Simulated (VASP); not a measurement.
## Mg: single point with LDA

Crystal: Mg.

```
Mg
1.0
    -1.83599    1.83599    1.67940
     1.83599   -1.83599    1.67940
     1.83599    1.83599   -1.67940
Mg
1
Cartesian
  0.0000 0.0000 0.0000
```

```
Program             : VASP 6.6.1
Task                : single point
Functional          : LDA
Potentials or basis : VASP PAW LDA potentials, release 64 (Mg_sv)
Cutoff              : 840 eV
k mesh              : 10 × 10 × 10
Occupations         : tetrahedron
Spin                : no spin polarisation
```

```yaml
Pressure: -2.2 GPa
Band_gap_on_the_k_mesh: zero (bands 5 and 6 overlap by 4.55 eV)
```

Stress tensor (GPa, compression positive):
```
-2.21  0.00  0.00
 0.00 -2.21  0.00
 0.00  0.00 -2.32
```

Levels at points of the mesh, in eV from the Fermi level:
| k point | band 2 | band 3 | band 4 | band 5 | band 6 | band 7 | band 8 | band 9 | band 10 |
| --- | --- | --- | --- | --- | --- | --- | --- | --- | --- |
| (0.00, 0.00, 0.00) | -42.84 | -42.84 | -42.84 | -7.12 | 11.76 | 13.58 | 13.58 | 13.99 | 14.07 |
| (0.50, 0.00, 0.00) | -42.88 | -42.86 | -42.84 | -1.45 | -0.83 | 8.07 | 8.73 | 9.59 | 11.17 |
| (0.50, 0.50, 0.00) | -42.88 | -42.85 | -42.84 | -1.84 | -1.49 | 9.67 | 10.24 | 11.36 | 11.87 |
| (0.50, 0.50, 0.50) | -42.87 | -42.87 | -42.86 | 3.06 | 3.06 | 3.53 | 4.05 | 5.20 | 7.69 |

Run time: 48 s on 1 thread of AMD EPYC 7R43 64-Core Processor (Zen 3), on a shared host, peak memory 0.14 GiB.

Caveat: tetrahedron occupations give inexact forces and stress in metals.
